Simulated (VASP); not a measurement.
# Ge in VASP: notebook

The runs below take Ge through single point, with PBE, r2SCAN.

Program: VASP 6.6.1. These are calculated values, not measurements. Logs are shortened: lines on timing, memory, paths and dates and some standing lists are left out, and cuts for length are marked.

## (1) The cell of the first run

It takes space group Fd-3m (No. 227, cubic). The conventional cell has a = 5.852 Å, b = 5.852 Å, c = 5.852 Å, α = 90.00°, β = 90.00°, γ = 90.00°. Within 3.3 Å of Ge (site symmetry -43m) lie 4 Ge at 2.53 Å.

## (2) Single point, PBE (strain +3.1%)

File INCAR:

```
  PREC = Accurate
  ENCUT = 520
  EDIFF = 1E-6
  ISMEAR = -1
  SIGMA = 0.02
  LREAL = F
  LASPH = T
  NELM = 100
  ALGO = Normal
  ISIF = 2
  LWAVE = F
  LCHARG = F
  GGA = PE
  NBANDS = 21
```

File KPOINTS:

```
regular mesh
0
Gamma
  8 8 8
```

File POSCAR:

```
Ge
1.0
    0.0000000000      2.9259513404      2.9259513404
    2.9259513404      0.0000000000      2.9259513404
    2.9259513404      2.9259513404      0.0000000000
Ge
2
Direct
    0.0000000000      0.0000000000      0.0000000000
    0.2500000000      0.2500000000      0.2500000000
```

Potentials or basis: VASP PAW PBE potentials, release 64 (Ge_d).

Command:

```console
$ cat potpaw_PBE.64/Ge_d/POTCAR > POTCAR
$ mpirun -np 1 vasp_std > vasp.out
```

OUTCAR:

```text
PREC = Accurate
   ENCUT = 520
   EDIFF = 1E-6
   ISMEAR = -1
   LREAL = F
   LASPH = T
   NELM = 100
   ISIF = 2
   GGA = PE

 ion  position               nearest neighbor table
   1  0.000  0.000  0.000-   2 2.53   2 2.53   2 2.53   2 2.53
   2  0.250  0.250  0.250-   1 2.53   1 2.53   1 2.53   1 2.53

  LATTYP: Found a face centered cubic cell.
 ALAT       =     5.8519026808

  Lattice vectors:

 A1 = (   0.0000000000,   2.9259513404,   2.9259513404)
 A2 = (   2.9259513404,   0.0000000000,   2.9259513404)
 A3 = (   2.9259513404,   2.9259513404,   0.0000000000)

Analysis of symmetry for initial positions (statically):
=====================================================================
 Subroutine PRICEL returns:
 Original cell was already a primitive cell.

 Routine SETGRP: Setting up the symmetry group for a
 face centered cubic supercell.

 Subroutine GETGRP returns: Found 48 space group operations
 (whereof 24 operations were pure point group operations)
 out of a pool of 48 trial point group operations.

The static configuration has the point symmetry T_d .
 The point group associated with its full space group is O_h .

Analysis of symmetry for dynamics (positions and initial velocities):
=====================================================================
 Subroutine PRICEL returns:
 Original cell was already a primitive cell.

 Routine SETGRP: Setting up the symmetry group for a
 face centered cubic supercell.

 Subroutine GETGRP returns: Found 48 space group operations
 (whereof 24 operations were pure point group operations)
 out of a pool of 48 trial point group operations.

The dynamic configuration has the point symmetry T_d .
 The point group associated with its full space group is O_h .

 Subroutine INISYM returns: Found 48 space group operations
 (whereof 24 operations are pure point group operations),
 and found     1 'primitive' translations

----------------------------------------------------------------------------------------

                                     Primitive cell

  volume of cell :      50.0993

  direct lattice vectors                    reciprocal lattice vectors
     0.000000000  2.925951340  2.925951340    -0.170884592  0.170884592  0.170884592
     2.925951340  0.000000000  2.925951340     0.170884592 -0.170884592  0.170884592
     2.925951340  2.925951340  0.000000000     0.170884592  0.170884592 -0.170884592

  length of vectors
     4.137920068  4.137920068  4.137920068     0.295980795  0.295980795  0.295980795

  position of ions in fractional coordinates (direct lattice)
     0.000000000  0.000000000  0.000000000
     0.250000000  0.250000000  0.250000000

  ion indices of the primitive-cell ions
   primitive index   ion index
                 1           1
                 2           2

----------------------------------------------------------------------------------------

 KPOINTS: regular mesh

Automatic generation of k-mesh.
 Grid dimensions read from file:
 generate k-points for:    8    8    8

 Generating k-lattice:

  Cartesian coordinates                     Fractional coordinates (reciprocal lattice)
    -0.021360574  0.021360574  0.021360574     0.125000000  0.000000000  0.000000000
     0.021360574 -0.021360574  0.021360574     0.000000000  0.125000000  0.000000000
     0.021360574  0.021360574 -0.021360574     0.000000000  0.000000000  0.125000000

  Length of vectors
     0.036997599  0.036997599  0.036997599

  Shift w.r.t. Gamma in fractional coordinates (k-lattice)
     0.000000000  0.000000000  0.000000000

 Subroutine IBZKPT returns following result:
 ===========================================

 Found     29 irreducible k-points:

 Following reciprocal coordinates:
            Coordinates               Weight
  0.000000  0.000000  0.000000      1.000000
  0.125000  0.000000  0.000000      8.000000
  0.250000  0.000000  0.000000      8.000000
  0.375000  0.000000  0.000000      8.000000
  0.500000  0.000000  0.000000      4.000000
  0.125000  0.125000  0.000000      6.000000
[... 16 lines left out ...]
  0.500000  0.250000  0.125000     48.000000
 -0.375000  0.250000  0.125000     24.000000
 [... further k-points ...]
   k-points           NKPTS =     29   k-points in BZ     NKDIM =     29   number of bands    NBANDS=     21
   number of dos      NEDOS =    301   number of ions     NIONS =      2
   total plane-waves  NPLWV =  32768
   dimension x,y,z NGX =    32 NGY =   32 NGZ =   32
   dimension x,y,z NGXF=    64 NGYF=   64 NGZF=   64
   ions per type =               2
   NGX,Y,Z   is equivalent  to a cutoff of  12.86, 12.86, 12.86 a.u.
   NGXF,Y,Z  is equivalent  to a cutoff of  25.71, 25.71, 25.71 a.u.
 SYSTEM =  unknown system
   PREC   = accura    normal or accurate (medium, high low for compatibility)
   ISTART =      0    job   : 0-new  1-cont  2-samecut
   ICHARG =      2    charge: 1-file 2-atom 10-const
   ISPIN  =      1    spin polarized calculation?
   LNONCOLLINEAR =      F non collinear calculations
   LSORBIT =      F    spin-orbit coupling
   LASPH  =      T    aspherical Exc in radial PAW
   ENCUT  =  520.0 eV  38.22 Ry    6.18 a.u.   7.69  7.69  7.69*2*pi/ulx,y,z
   NELM   =    100;   NELMIN=  2; NELMDL= -5     # of ELM steps
   EDIFF  = 0.1E-05   stopping-criterion for ELM
   LREAL  =      F    real-space projection
   EDIFFG = 0.1E-04   stopping-criterion for IOM
   NSW    =      0    number of steps for IOM
   IBRION =     -1    ionic relax: 0-MD 1-quasi-New 2-CG
   NFREE  =      0    steps in history (QN), initial steepest desc. (CG)
   ISIF   =      2    stress and relaxation
   ISYM   =      2    0-nonsym 1-usesym 2-fastsym
   POTIM  = 0.5000    time-step for ionic-motion
   TEBEG  =    0.0;   TEEND  =   0.0 temperature during run
   PSTRESS=    0.0 pullay stress
   NELECT =      28.0000    total number of electrons
   NUPDOWN=      -1.0000    fix difference up-down
   EMIN   =  10.00;   EMAX   =-10.00  energy-range for DOS
   EFERMI =   0.00;   METHOD = LEGACY
   ISMEAR =    -1;   SIGMA  =   0.02  broadening in eV -4-tet -1-fermi 0-gaus
   EFERMI_NEDOS =   21; number of points for ismear=-14 and -15
   IALGO  =     38    algorithm
   IMIX   =      4    mixing-type and parameters
     AMIX     =   0.40;   BMIX     =  1.00
     AMIX_MAG =   1.60;   BMIX_MAG =  1.00
  volume/ion in A,a.u.               =      25.05       169.04
  Fermi-wavevector in a.u.,A,eV,Ry     =   1.348498  2.548292 24.741483  1.818448
  Thomas-Fermi vector in A             =   2.476162
   LORBIT       =      0    0 simple, 1 ext, 2 COOP (PROOUT), +10 PAW based schemes
   GGA     = PE    functional components
   LHFCALC =     F    Hartree Fock is set to
   AEXX    =    0.0000 exact exchange contribution
   IVDW    =     0    specifies the selected vdW correction
   LEPSILON=     F    determine dielectric tensor
   LRPA    =     F    only Hartree local field effects (RPA)
 non-spin polarized calculation
  energy-cutoff  :      520.00
  volume of cell :       50.10
 maximum number of plane-waves:      1365
   NGX = 15   NGY = 15   NGZ = 15

 number of electron      27.9999969 magnetization

 Free energy of the ion-electron system (eV)
  ---------------------------------------------------
  ext. energy  EPLUGINS =         0.00000000
  ---------------------------------------------------
  free energy    TOTEN  =        -9.00789221 eV

  energy without entropy =       -9.00765717  energy(sigma->0) =       -9.00777469

 E-fermi :   3.9549     XC(G=0):  -9.4525

 val. band max:        3.7668055623   @ k =   0.1250   0.0000   0.0000
 cond. band min:       3.9555261494   @ k =   0.5000   0.0000   0.0000
 fundamental gap:      0.1887205871
 Fermi energy:         3.9548905627

 k-point     1 :       0.0000    0.0000    0.0000
  band No.  band energies     occupation
      1     -20.6389      2.00000
      2     -20.6389      2.00000
      3     -20.6389      2.00000
      4     -20.6101      2.00000
      5     -20.6101      2.00000
      6     -20.4483      2.00000
[... 13 lines left out ...]
     20      13.2735      0.00000
     21      13.2735      0.00000

 k-point     2 :       0.1250    0.0000    0.0000
  band No.  band energies     occupation
      1     -20.6449      2.00000
      2     -20.6449      2.00000
      3     -20.6369      2.00000
      4     -20.6017      2.00000
      5     -20.6017      2.00000
      6     -20.4591      2.00000
[... 13 lines left out ...]
     20      12.4791      0.00000
     21      12.4791      0.00000

 k-point     3 :       0.2500    0.0000    0.0000
  band No.  band energies     occupation
      1     -20.6527      2.00000
      2     -20.6527      2.00000
      3     -20.6320      2.00000
      4     -20.5887      2.00000
      5     -20.5887      2.00000
      6     -20.4703      2.00000
[... 13 lines left out ...]
     20      12.2303      0.00000
     21      12.2303      0.00000

 k-point     4 :       0.3750    0.0000    0.0000
  band No.  band energies     occupation
      1     -20.6569      2.00000
      2     -20.6569      2.00000
      3     -20.6268      2.00000
      4     -20.5804      2.00000
      5     -20.5804      2.00000
      6     -20.4765      2.00000
[... 13 lines left out ...]
     20      13.2536      0.00000
     21      13.2536      0.00000

 k-point     5 :       0.5000    0.0000    0.0000
  band No.  band energies     occupation
      1     -20.6580      2.00000
      2     -20.6580      2.00000
      3     -20.6247      2.00000
      4     -20.5780      2.00000
      5     -20.5780      2.00000
      6     -20.4781      2.00000
[... 13 lines left out ...]
     20      14.0016      0.00000
     21      14.7580      0.00000
[... 382 lines left out ...]
     20      14.6989      0.00000
     21      16.3507      0.00000

 k-point    22 :       0.3750    0.2500    0.1250
  band No.  band energies     occupation
      1     -20.6606      2.00000
      2     -20.6592      2.00000
      3     -20.6253      2.00000
      4     -20.5828      2.00000
      5     -20.5616      2.00000
      6     -20.5074      2.00000
[... 13 lines left out ...]
     20      13.6844      0.00000
     21      13.9857      0.00000

 k-point    23 :       0.5000    0.2500    0.1250
  band No.  band energies     occupation
      1     -20.6700      2.00000
      2     -20.6640      2.00000
      3     -20.6085      2.00000
      4     -20.5713      2.00000
      5     -20.5519      2.00000
      6     -20.5144      2.00000
[... 13 lines left out ...]
     20      13.2452      0.00000
     21      15.0712      0.00000

 k-point    24 :      -0.3750    0.2500    0.1250
  band No.  band energies     occupation
      1     -20.6740      2.00000
      2     -20.6651      2.00000
      3     -20.6008      2.00000
      4     -20.5628      2.00000
      5     -20.5529      2.00000
      6     -20.5108      2.00000
[... 13 lines left out ...]
     20      14.6797      0.00000
     21      14.9400      0.00000

 [... further k-points ...]
[... 5 lines left out ...]
  --------------------------------------------------------------------------------------
  -------------------------------------------------------------------------------------
  Total       -0.7735499     -0.7735499     -0.7735499     -0.0000000      0.0000000      0.0000000
  in kB      -24.7381718    -24.7381718    -24.7381718     -0.0000000      0.0000000      0.0000000
  external PRESSURE =     -24.7381718 kB  Pullay stress =       0.0000000 kB

 VOLUME and BASIS-vectors are now :
 -----------------------------------------------------------------------------
  energy-cutoff  :      520.00
  volume of cell :       50.10
      direct lattice vectors                 reciprocal lattice vectors
     0.000000000  2.925951340  2.925951340    -0.170884592  0.170884592  0.170884592
     2.925951340  0.000000000  2.925951340     0.170884592 -0.170884592  0.170884592
     2.925951340  2.925951340  0.000000000     0.170884592  0.170884592 -0.170884592

 POSITION                                       TOTAL-FORCE (eV/Angst)
 -----------------------------------------------------------------------------------
      0.00000      0.00000      0.00000        -0.000000     -0.000000     -0.000000
      1.46298      1.46298      1.46298         0.000000      0.000000      0.000000
 -----------------------------------------------------------------------------------
    total drift:                               -0.000000      0.000000      0.000000

  FREE ENERGIE OF THE ION-ELECTRON SYSTEM (eV)
  ---------------------------------------------------
  free  energy   TOTEN  =        -9.0078922131 eV

  energy  without entropy=       -9.0076571663  energy(sigma->0) =       -9.00777469
```

Wall time 41 s (1 thread of Intel Xeon 8259CL, shared host); peak memory 0.18 GiB.

Results:

| Item | Value |
| --- | --- |
| Free energy | -9.0079 eV |
| Pressure | -2.5 GPa |
| Band gap on the k mesh | zero (bands 14 and 15 overlap by 0.10 eV) |

Caveat: the cell differs from its parent crystal (strain +3.1%); semilocal functionals underestimate gaps, so a narrow gap can read as zero.

## (3) Single point, r2SCAN (strain +3.1%)

POSCAR is that of step 2.

File INCAR.step1:

```
SYSTEM = Ge
ALGO     = Normal         ! electronic algorithm
EDIFF    = 1E-4           ! SCF threshold, eV
ENCUT    = 520            ! plane-wave cutoff, eV
GGA      = PE             ! functional
ISMEAR   = -1             ! smearing method
LASPH    = .TRUE.         ! aspherical terms in the spheres
LCHARG   = .FALSE.        ! write CHGCAR
LREAL    = .FALSE.        ! projectors in reciprocal space
LWAVE    = .TRUE.         ! write WAVECAR
NBANDS   = 21             ! bands
NELM     = 100            ! most SCF steps
PREC     = Accurate       ! precision mode
SIGMA    = 0.02           ! smearing width, eV
```

File INCAR.step2:

```
SYSTEM = Ge
ALGO     = Normal         ! electronic algorithm
EDIFF    = 1E-6           ! SCF threshold, eV
ENCUT    = 520            ! plane-wave cutoff, eV
ISIF     = 2              ! what is computed and relaxed
ISMEAR   = -1             ! smearing method
ISTART   = 1            
LASPH    = .TRUE.         ! aspherical terms in the spheres
LCHARG   = .FALSE.        ! write CHGCAR
LMIXTAU  = .TRUE.       
LREAL    = .FALSE.        ! projectors in reciprocal space
LWAVE    = .FALSE.        ! write WAVECAR
METAGGA  = R2SCAN         ! meta-GGA
NBANDS   = 21             ! bands
NELM     = 100            ! most SCF steps
PREC     = Accurate       ! precision mode
SIGMA    = 0.02           ! smearing width, eV
```

File KPOINTS:

```
k-points
0
G
  8 8 8
  0 0 0
```

Potentials or basis: VASP PAW PBE potentials, release 64 (Ge_d).

Command:

```console
$ cat potpaw_PBE.64/Ge_d/POTCAR > POTCAR
$ cp INCAR.step1 INCAR
$ mpirun -np 1 vasp_std > vasp.out
$ cp INCAR.step2 INCAR
$ mpirun -np 1 vasp_std > vasp.out
```

It took 2.4 min on 1 thread of Intel Xeon 8259CL, shared host; peak memory 0.19 GiB.

The run converged. Its results:

* Free energy: -27.6597 eV
* Pressure: -5.2 GPa
* Band gap on the k mesh: zero (filled and empty bands touch)

Levels at points of the mesh, in eV from the Fermi level:
```
           k point  band 11  band 12  band 13  band 14  band 15  band 16  band 17  band 18
(0.00, 0.00, 0.00)   -12.56    -0.55    -0.01    -0.01    -0.01     2.65     2.65     2.65
(0.50, 0.00, 0.00)   -10.61    -7.44    -1.34    -1.34     0.11     3.92     3.92     7.53
(0.50, 0.50, 0.00)    -8.86    -8.86    -2.89    -2.89     1.06     1.06     9.24     9.24
```

Caveat: the cell differs from its parent crystal (strain +3.1%); the cell stands under tension; semilocal functionals underestimate gaps, so a narrow gap can read as zero; the PAW data sets were made with another functional, which shifts forces and pressure a little.

## (4) Single point, r2SCAN (uniaxial z strain -2.5%)

File POSCAR:

```
Ge
1.0
    0.0000000000      2.8368735121      2.7673701111
    2.8368735121      0.0000000000      2.7673701111
    2.8368735121      2.8368735121      0.0000000000
Ge
2
Direct
    0.0000000000      0.0000000000      0.0000000000
    0.2500000000      0.2500000000      0.2500000000
```

File INCAR.step1:

```
SYSTEM = Ge
ALGO = Normal
EDIFF = 1E-4
ENCUT = 520
GGA = PE
ISMEAR = -1
LASPH = .TRUE.
LCHARG = .FALSE.
LREAL = .FALSE.
LWAVE = .TRUE.
NBANDS = 21
NELM = 100
PREC = Accurate
SIGMA = 0.02
```

File INCAR.step2:

```
SYSTEM = Ge
ALGO = Normal
EDIFF = 1E-6
ENCUT = 520
ISIF = 2
ISMEAR = -1
ISTART = 1
LASPH = .TRUE.
LCHARG = .FALSE.
LMIXTAU = .TRUE.
LREAL = .FALSE.
LWAVE = .FALSE.
METAGGA = R2SCAN
NBANDS = 21
NELM = 100
PREC = Accurate
SIGMA = 0.02
```

KPOINTS is that of step 3.

Command:

```console
$ cat potpaw_PBE.64/Ge_d/POTCAR > POTCAR
$ cp INCAR.step1 INCAR
$ mpirun -np 1 vasp_std > vasp.out
$ cp INCAR.step2 INCAR
$ mpirun -np 1 vasp_std > vasp.out
```

Run time: 4.5 min. Hardware: 1 thread of Intel Xeon 8259CL, shared host; peak memory 0.19 GiB.

Results (log left out):

```
Free energy            : -27.7241 eV
Pressure               : 1.9 GPa
Band gap on the k mesh : 0.35 eV (least direct gap 0.42 eV)
```

Stress tensor (GPa, compression positive):
```
1.25 0.00 0.00
0.00 1.25 0.00
0.00 0.00 3.28
```

Levels at points of the mesh, in eV from the valence-band top:
```
           k point  band 12  band 13  band 14  band 15  band 16  band 17
(0.00, 0.00, 0.00)    -0.20    -0.20     0.00     0.42     2.50     2.63
(0.50, 0.00, 0.00)    -8.08    -1.76    -1.53     0.35     3.79     3.97
(0.50, 0.50, 0.00)    -9.33    -3.54    -3.54     0.68     0.68    10.12
(0.50, 0.00, 0.50)    -9.46    -3.36    -3.36     0.89     0.89    10.07
```

Caveat: the cell differs from its parent crystal (uniaxial z strain -2.5%); the PAW data sets were made with another functional, which shifts forces and pressure a little.

## (5) Summary

```csv
level,cell,gap on the mesh (eV),pressure (GPa)
PBE,"a = 4.138 Å, angles 60.0°, 2 atoms",none,-2.5
r2SCAN,"a = 4.138 Å, angles 60.0°, 2 atoms",none,-5.2
r2SCAN,"a = 3.963, b = 3.963, c = 4.012 Å, angles 59.6, 59.6, 60.8°, 2 atoms",0.35,1.9
```

Alike in all rows: task single point; potentials or basis VASP PAW PBE potentials, release 64 (Ge_d); no spin polarisation; k mesh 8 × 8 × 8; cutoff (eV) 520; smearing fermi-dirac 0.02 eV.

Caveats: semilocal functionals underestimate gaps, so a narrow gap can read as zero (at least some runs); the PAW data sets were made with another functional, which shifts forces and pressure a little (at least some runs); the cell stands under tension (at least some runs).

Absolute energies hang on the potentials; compare differences alone.
